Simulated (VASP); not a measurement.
# Ir (P6_3/mmc) in VASP: notebook

Ir is run at these levels: LDA; tasks: single point.

All numbers are computed with VASP 6.6.1; they aren't measurements. Logs are shortened: lines on timing, memory, paths and dates and some standing lists are left out, and cuts for length are marked.

## (1) The cell of the first run

The structure is hexagonal, space group P6_3/mmc (No. 194). Conventional cell: a = 2.696 Å, b = 2.696 Å, c = 4.373 Å, α = 90.00°, β = 90.00°, γ = 120.00°. Within 3.5 Å of Ir (site symmetry -6m2) lie 12 Ir at 2.68 to 2.70 Å.

## (2) Single point, LDA

The input, INCAR:

```
SYSTEM = Ir
PREC = Accurate
ENCUT = 500
EDIFF = 1E-6
ISMEAR = -1
SIGMA = 0.05
LREAL = .FALSE.
LASPH = .TRUE.
NELM = 120
ALGO = Normal
ISIF = 2
LWAVE = .FALSE.
LCHARG = .TRUE.
GGA = CA
LELF = .TRUE.
LVHAR = .TRUE.
NBANDS = 16
GGA_COMPAT = .FALSE.
```

The input, KPOINTS:

```
Automatic mesh
0
G
  9 9 5
  0 0 0
```

The input, POSCAR:

```
Ir
1.0
    2.6955726724      0.0000000000      0.0000000000
   -1.3477863362      2.3344344120      0.0000000000
    0.0000000000      0.0000000000      4.3733340644
Ir
2
Direct
    0.3333333333      0.6666666667      0.2500000000
    0.6666666667      0.3333333333      0.7500000000
```

Potentials or basis: VASP PAW LDA potentials, release 64 (Ir).

The run is started by

```
$ cat potpaw_LDA.64/Ir/POTCAR > POTCAR
$ mpirun -np 1 vasp_std > vasp.out
```

OUTCAR:

```text
SYSTEM = Ir
   PREC = Accurate
   ENCUT = 500
   EDIFF = 1E-6
   ISMEAR = -1
   LREAL = .FALSE.
   LASPH = .TRUE.
   NELM = 120
   ISIF = 2
   GGA = CA

 ion  position               nearest neighbor table
   1  0.333  0.667  0.250-   2 2.68   2 2.68   2 2.68   2 2.68   2 2.68   2 2.68
   2  0.667  0.333  0.750-   1 2.68   1 2.68   1 2.68   1 2.68   1 2.68   1 2.68

  LATTYP: Found a hexagonal cell.
 ALAT       =     2.6955726724
 C/A-ratio  =     1.6224137116

  Lattice vectors:

 A1 = (   2.6955726724,   0.0000000000,   0.0000000000)
 A2 = (  -1.3477863362,   2.3344344120,   0.0000000000)
 A3 = (   0.0000000000,   0.0000000000,   4.3733340644)

Analysis of symmetry for initial positions (statically):
=====================================================================
 Subroutine PRICEL returns:
 Original cell was already a primitive cell.

 Routine SETGRP: Setting up the symmetry group for a
 hexagonal supercell.

 Subroutine GETGRP returns: Found 24 space group operations
 (whereof 12 operations were pure point group operations)
 out of a pool of 24 trial point group operations.

The static configuration has the point symmetry D_3d.
 The point group associated with its full space group is D_6h.

Analysis of symmetry for dynamics (positions and initial velocities):
=====================================================================
 Subroutine PRICEL returns:
 Original cell was already a primitive cell.

 Routine SETGRP: Setting up the symmetry group for a
 hexagonal supercell.

 Subroutine GETGRP returns: Found 24 space group operations
 (whereof 12 operations were pure point group operations)
 out of a pool of 24 trial point group operations.

The dynamic configuration has the point symmetry D_3d.
 The point group associated with its full space group is D_6h.

 Subroutine INISYM returns: Found 24 space group operations
 (whereof 12 operations are pure point group operations),
 and found     1 'primitive' translations

----------------------------------------------------------------------------------------

                                     Primitive cell

  volume of cell :      27.5198

  direct lattice vectors                    reciprocal lattice vectors
     2.695572672  0.000000000  0.000000000     0.370978683  0.214184643  0.000000000
    -1.347786336  2.334434412  0.000000000     0.000000000  0.428369285  0.000000000
     0.000000000  0.000000000  4.373334064     0.000000000  0.000000000  0.228658498

  length of vectors
     2.695572672  2.695572672  4.373334064     0.428369285  0.428369285  0.228658498

  position of ions in fractional coordinates (direct lattice)
     0.333333333  0.666666667  0.250000000
     0.666666667  0.333333333  0.750000000

  ion indices of the primitive-cell ions
   primitive index   ion index
                 1           1
                 2           2

----------------------------------------------------------------------------------------

 KPOINTS: Automatic mesh

Automatic generation of k-mesh.
 Grid dimensions read from file:
 generate k-points for:    9    9    5

 Generating k-lattice:

  Cartesian coordinates                     Fractional coordinates (reciprocal lattice)
     0.041219854  0.023798294  0.000000000     0.111111111  0.000000000  0.000000000
     0.000000000  0.047596587  0.000000000     0.000000000  0.111111111  0.000000000
     0.000000000  0.000000000  0.045731700     0.000000000  0.000000000  0.200000000

  Length of vectors
     0.047596587  0.047596587  0.045731700

  Shift w.r.t. Gamma in fractional coordinates (k-lattice)
     0.000000000  0.000000000  0.000000000

 Subroutine IBZKPT returns following result:
 ===========================================

 Found     36 irreducible k-points:

 Following reciprocal coordinates:
            Coordinates               Weight
  0.000000  0.000000  0.000000      1.000000
  0.111111  0.000000  0.000000      6.000000
  0.222222  0.000000  0.000000      6.000000
  0.333333  0.000000  0.000000      6.000000
  0.444444  0.000000  0.000000      6.000000
  0.111111  0.111111  0.000000      6.000000
[... 16 lines left out ...]
  0.333333  0.222222  0.200000     24.000000
  0.333333  0.333333  0.200000      4.000000
 [... further k-points ...]
   k-points           NKPTS =     36   k-points in BZ     NKDIM =     36   number of bands    NBANDS=     16
   number of dos      NEDOS =    301   number of ions     NIONS =      2
   total plane-waves  NPLWV =  12800
   dimension x,y,z NGX =    20 NGY =   20 NGZ =   32
   dimension x,y,z NGXF=    40 NGYF=   40 NGZF=   64
   ions per type =               2
   NGX,Y,Z   is equivalent  to a cutoff of  12.33, 12.33, 12.16 a.u.
   NGXF,Y,Z  is equivalent  to a cutoff of  24.67, 24.67, 24.33 a.u.
 SYSTEM =  Ir
   PREC   = accura    normal or accurate (medium, high low for compatibility)
   ISTART =      0    job   : 0-new  1-cont  2-samecut
   ICHARG =      2    charge: 1-file 2-atom 10-const
   ISPIN  =      1    spin polarized calculation?
   LNONCOLLINEAR =      F non collinear calculations
   LSORBIT =      F    spin-orbit coupling
   LASPH  =      T    aspherical Exc in radial PAW
   ENCUT  =  500.0 eV  36.75 Ry    6.06 a.u.   4.91  4.91  7.97*2*pi/ulx,y,z
   NELM   =    120;   NELMIN=  2; NELMDL= -5     # of ELM steps
   EDIFF  = 0.1E-05   stopping-criterion for ELM
   LREAL  =      F    real-space projection
   EDIFFG = 0.1E-04   stopping-criterion for IOM
   NSW    =      0    number of steps for IOM
   IBRION =     -1    ionic relax: 0-MD 1-quasi-New 2-CG
   NFREE  =      0    steps in history (QN), initial steepest desc. (CG)
   ISIF   =      2    stress and relaxation
   ISYM   =      2    0-nonsym 1-usesym 2-fastsym
   POTIM  = 0.5000    time-step for ionic-motion
   TEBEG  =    0.0;   TEEND  =   0.0 temperature during run
   PSTRESS=    0.0 pullay stress
   NELECT =      18.0000    total number of electrons
   NUPDOWN=      -1.0000    fix difference up-down
   EMIN   =  10.00;   EMAX   =-10.00  energy-range for DOS
   EFERMI =   0.00;   METHOD = LEGACY
   ISMEAR =    -1;   SIGMA  =   0.05  broadening in eV -4-tet -1-fermi 0-gaus
   EFERMI_NEDOS =   21; number of points for ismear=-14 and -15
   IALGO  =     38    algorithm
   IMIX   =      4    mixing-type and parameters
     AMIX     =   0.40;   BMIX     =  1.00
     AMIX_MAG =   1.60;   BMIX_MAG =  1.00
  volume/ion in A,a.u.               =      13.76        92.86
  Fermi-wavevector in a.u.,A,eV,Ry     =   1.421076  2.685444 27.476368  2.019456
  Thomas-Fermi vector in A             =   2.541924
   LORBIT       =      0    0 simple, 1 ext, 2 COOP (PROOUT), +10 PAW based schemes
   GGA     = CA    functional components
   LHFCALC =     F    Hartree Fock is set to
   AEXX    =    0.0000 exact exchange contribution
   IVDW    =     0    specifies the selected vdW correction
   LEPSILON=     F    determine dielectric tensor
   LRPA    =     F    only Hartree local field effects (RPA)
 non-spin polarized calculation
  energy-cutoff  :      500.00
  volume of cell :       27.52
 maximum number of plane-waves:       723
 NGX is ok and might be reduce to    20
   NGX =  9   NGY =  9   NGZ = 15

 number of electron      18.0000000 magnetization

 Free energy of the ion-electron system (eV)
  ---------------------------------------------------
  ext. energy  EPLUGINS =         0.00000000
  ---------------------------------------------------
  free energy    TOTEN  =       -20.48840906 eV

  energy without entropy =      -20.46973440  energy(sigma->0) =      -20.47907173

 E-fermi :  10.8634     XC(G=0): -14.3003

 val. band max:       10.8209516148   @ k =   0.4444   0.1111   0.2000
 cond. band min:      10.8674651492   @ k =   0.3333   0.3333   0.0000
 fundamental gap:      0.0465135344
 Fermi energy:        10.8634325823

 k-point     1 :       0.0000    0.0000    0.0000
  band No.  band energies     occupation
      1      -0.5993      2.00000
      2       2.4148      2.00000
      3       6.7551      2.00000
      4       6.8917      2.00000
      5       6.8917      2.00000
      6       7.5862      2.00000
[... 8 lines left out ...]
     15      27.3298      0.00000
     16      28.4972      0.00000

 k-point     2 :       0.1111    0.0000    0.0000
  band No.  band energies     occupation
      1      -0.1084      2.00000
      2       2.8433      2.00000
      3       6.1880      2.00000
      4       7.2475      2.00000
      5       7.3144      2.00000
      6       7.4676      2.00000
[... 8 lines left out ...]
     15      27.9455      0.00000
     16      29.2098      0.00000

 k-point     3 :       0.2222    0.0000    0.0000
  band No.  band energies     occupation
      1       1.1778      2.00000
      2       3.6311      2.00000
      3       5.7135      2.00000
      4       5.8838      2.00000
      5       6.7933      2.00000
      6       7.4994      2.00000
[... 8 lines left out ...]
     15      27.4651      0.00000
     16      28.0185      0.00000

 k-point     4 :       0.3333    0.0000    0.0000
  band No.  band energies     occupation
      1       2.5423      2.00000
      2       3.4830      2.00000
      3       4.5012      2.00000
      4       6.2078      2.00000
      5       6.9364      2.00000
      6       7.1022      2.00000
[... 8 lines left out ...]
     15      25.0354      0.00000
     16      25.6895      0.00000
[... 324 lines left out ...]
 k-point    22 :       0.2222    0.2222    0.2000
  band No.  band energies     occupation
      1       3.5782      2.00000
      2       4.0530      2.00000
      3       4.8952      2.00000
      4       5.1813      2.00000
      5       6.6167      2.00000
      6       7.0227      2.00000
[... 8 lines left out ...]
     15      23.5159      0.00000
     16      26.4735      0.00000

 k-point    23 :       0.3333    0.2222    0.2000
  band No.  band energies     occupation
      1       3.5941      2.00000
      2       4.4622      2.00000
      3       4.7063      2.00000
      4       5.2867      2.00000
      5       6.3418      2.00000
      6       7.1983      2.00000
[... 8 lines left out ...]
     15      22.9151      0.00000
     16      25.5885      0.00000

 k-point    24 :       0.3333    0.3333    0.2000
  band No.  band energies     occupation
      1       4.0445      2.00000
      2       4.6309      2.00000
      3       4.6309      2.00000
      4       5.6019      2.00000
      5       6.5190      2.00000
      6       6.5190      2.00000
[... 8 lines left out ...]
     15      22.5527      0.00000
     16      23.3780      0.00000

 [... further k-points ...]

------------------------ aborting loop because EDIFF is reached ----------------------------------------

  FORCE on cell =-STRESS in cart. coord.  units (eV):
  Direction    XX          YY          ZZ          XY          YZ          ZX
  --------------------------------------------------------------------------------------
  -------------------------------------------------------------------------------------
  Total        1.1716241      1.1716241      1.1838440      0.0000000     -0.0000000      0.0000000
  in kB       68.2108575     68.2108575     68.9222906      0.0000000     -0.0000000      0.0000000
  external PRESSURE =      68.4480019 kB  Pullay stress =       0.0000000 kB

 VOLUME and BASIS-vectors are now :
 -----------------------------------------------------------------------------
  energy-cutoff  :      500.00
  volume of cell :       27.52
      direct lattice vectors                 reciprocal lattice vectors
     2.695572672  0.000000000  0.000000000     0.370978683  0.214184643  0.000000000
    -1.347786336  2.334434412  0.000000000     0.000000000  0.428369285  0.000000000
     0.000000000  0.000000000  4.373334064     0.000000000  0.000000000  0.228658498

 POSITION                                       TOTAL-FORCE (eV/Angst)
 -----------------------------------------------------------------------------------
     -0.00000      1.55629      1.09333        -0.000000      0.000000      0.000000
      1.34779      0.77814      3.28000         0.000000     -0.000000      0.000000
 -----------------------------------------------------------------------------------
    total drift:                               -0.000000      0.000000     -0.000000

  FREE ENERGIE OF THE ION-ELECTRON SYSTEM (eV)
  ---------------------------------------------------
  free  energy   TOTEN  =       -20.4884090629 eV

  energy  without entropy=      -20.4697344019  energy(sigma->0) =      -20.47907173
```

It took 21 s on 1 thread of Intel Xeon 8259CL, shared host; peak memory 0.13 GiB.

What came out:

| Item | Value |
| --- | --- |
| Free energy | -20.4884 eV |
| Pressure | 6.8 GPa |
| Band gap on the k mesh | zero (band 9 reaches 11.92 eV, above the bottom of band 10 at 8.67 eV) |

Levels at points of the mesh, in eV from the Fermi level:
```tsv
k point	band 7	band 8	band 9	band 10	band 11	band 12
(0.00, 0.00, 0.00)	-3.28	-2.45	-2.45	-0.80	0.34	0.34
```

Caveat: spin-orbit coupling is left out, which moves the levels of the heavy elements.

## (3) Single point, LDA

This run uses another cell than the first one, of 13.90 Å³/atom, 1.010 times its volume.

The input, INCAR:

```
ALGO     = Normal         # electronic algorithm
EDIFF    = 1E-6           # SCF threshold, eV
ENCUT    = 500            # plane-wave cutoff, eV
GGA_COMPAT= False        
ISIF     = 2              # what is computed and relaxed
ISMEAR   = -1             # smearing method
LASPH    = True           # aspherical terms in the spheres
LCHARG   = True           # write CHGCAR
LELF     = True           # ELF
LREAL    = False          # projectors in reciprocal space
LVHAR    = True         
LWAVE    = False          # write WAVECAR
NBANDS   = 16             # bands
NELM     = 120            # most SCF steps
PREC     = Accurate       # precision mode
SIGMA    = 0.05           # smearing width, eV
```

The input, KPOINTS:

```
k-points
0
Gamma
  9 9 5
```

The input, POSCAR:

```
Ir
1.0
    2.7046182860      0.0000000000      0.0000000000
   -1.3523091430      2.3422681432      0.0000000000
    0.0000000000      0.0000000000      4.3880097921
Ir
2
Direct
    0.3333333333      0.6666666667      0.2500000000
    0.6666666667      0.3333333333      0.7500000000
```

Potentials or basis: VASP PAW LDA potentials, release 64 (Ir).

The run is started by

```
$ cat potpaw_LDA.64/Ir/POTCAR > POTCAR
$ mpirun -np 1 vasp_std > vasp.out
```

It took 22 s on 1 thread of Intel Xeon 8259CL, shared host; peak memory 0.13 GiB.

Results (log left out):

```yaml
Free_energy: -20.4968 eV
Pressure: 2.6 GPa
Band_gap_on_the_k_mesh: zero (band 9 reaches 11.72 eV, above the bottom of band 10 at 8.53 eV)
```

Levels at points of the mesh, in eV from the Fermi level:
| k point | band 7 | band 8 | band 9 | band 10 | band 11 | band 12 |
| --- | --- | --- | --- | --- | --- | --- |
| (0.00, 0.00, 0.00) | -3.23 | -2.41 | -2.41 | -0.77 | 0.34 | 0.34 |

Caveat: spin-orbit coupling is left out, which moves the levels of the heavy elements.

## (4) Single point, LDA

This run uses another cell than the first one, of 13.90 Å³/atom, 1.010 times its volume.

The input, INCAR:

```
  ALGO = Normal
  EDIFF = 1E-6
  ENCUT = 500
  GGA = CA
  GGA_COMPAT = F
  ISIF = 2
  ISMEAR = -1
  LASPH = T
  LCHARG = T
  LELF = T
  LREAL = F
  LVHAR = T
  LWAVE = F
  NBANDS = 16
  NELM = 120
  PREC = Accurate
  SIGMA = 0.05
```

KPOINTS is that of step 3.

POSCAR is that of step 3.

The run is started by

```
$ cat potpaw_LDA.64/Ir/POTCAR > POTCAR
$ mpirun -np 1 vasp_std > vasp.out
```

Wall time 21 s (1 thread of Intel Xeon 8259CL, shared host); peak memory 0.13 GiB.

Results (log left out):

| Item | Value |
| --- | --- |
| Free energy | -20.4968 eV |
| Pressure | 2.6 GPa |
| Band gap on the k mesh | zero (band 9 reaches 11.72 eV, above the bottom of band 10 at 8.53 eV) |

Levels at points of the mesh, in eV from the Fermi level:
```
           k point  band 7  band 8  band 9  band 10  band 11  band 12
(0.00, 0.00, 0.00)   -3.23   -2.41   -2.41    -0.77     0.34     0.34
```

Caveat: spin-orbit coupling is left out, which moves the levels of the heavy elements.

## (5) Single point, LDA

This run uses another cell than the first one, of 14.04 Å³/atom, 1.020 times its volume.

The input, INCAR:

```
ALGO = Normal
EDIFF = 1E-6
ENCUT = 500
GGA_COMPAT = F
ISIF = 2
ISMEAR = -1
LASPH = T
LCHARG = F
LREAL = F
LWAVE = F
NBANDS = 16
NELM = 120
PREC = Accurate
SIGMA = 0.05
```

KPOINTS is that of step 4.

The input, POSCAR:

```
Ir
1.0
    2.7136037949      0.0000000000      0.0000000000
   -1.3568018974      2.3500498221      0.0000000000
    0.0000000000      0.0000000000      4.4025880048
Ir
2
Direct
    0.3333333333      0.6666666667      0.2500000000
    0.6666666667      0.3333333333      0.7500000000
```

The run is started by

```
$ cat potpaw_LDA.64/Ir/POTCAR > POTCAR
$ mpirun -np 1 vasp_std > vasp.out
```

Run time: 22 s. Hardware: 1 thread of Intel Xeon 8259CL, shared host; peak memory 0.13 GiB.

Results (log left out):

```yaml
Free_energy: -20.4979 eV
Pressure: -1.4 GPa
Band_gap_on_the_k_mesh: zero (band 9 reaches 11.52 eV, above the bottom of band 10 at 8.38 eV)
```

Stress tensor (GPa, compression positive):
```
-1.41  0.00  0.00
 0.00 -1.41  0.00
 0.00  0.00 -1.53
```

Levels at points of the mesh, in eV from the Fermi level:
| k point | band 7 | band 8 | band 9 | band 10 | band 11 | band 12 |
| --- | --- | --- | --- | --- | --- | --- |
| (0.00, 0.00, 0.00) | -3.18 | -2.37 | -2.37 | -0.74 | 0.33 | 0.33 |

Caveat: spin-orbit coupling is left out, which moves the levels of the heavy elements.

## (6) Summary

| cell | gap on the mesh (eV) | pressure (GPa) |
| --- | --- | --- |
| a = 2.696, b = 2.696, c = 4.373 Å, angles 90.0, 90.0, 120.0°, 2 atoms | none | 6.8 |
| a = 2.705, b = 2.705, c = 4.388 Å, angles 90.0, 90.0, 120.0°, 2 atoms | none | 2.6 |
| a = 2.714, b = 2.714, c = 4.403 Å, angles 90.0, 90.0, 120.0°, 2 atoms | none | -1.4 |

Alike in all rows: task single point; level LDA; potentials or basis VASP PAW LDA potentials, release 64 (Ir); no spin polarisation; k mesh 9 × 9 × 5; cutoff (eV) 500; smearing fermi-dirac 0.05 eV.

Caveats: spin-orbit coupling is left out, which moves the levels of the heavy elements.

Total energies depend on the potentials used, so only differences within one code and one set of settings carry meaning.
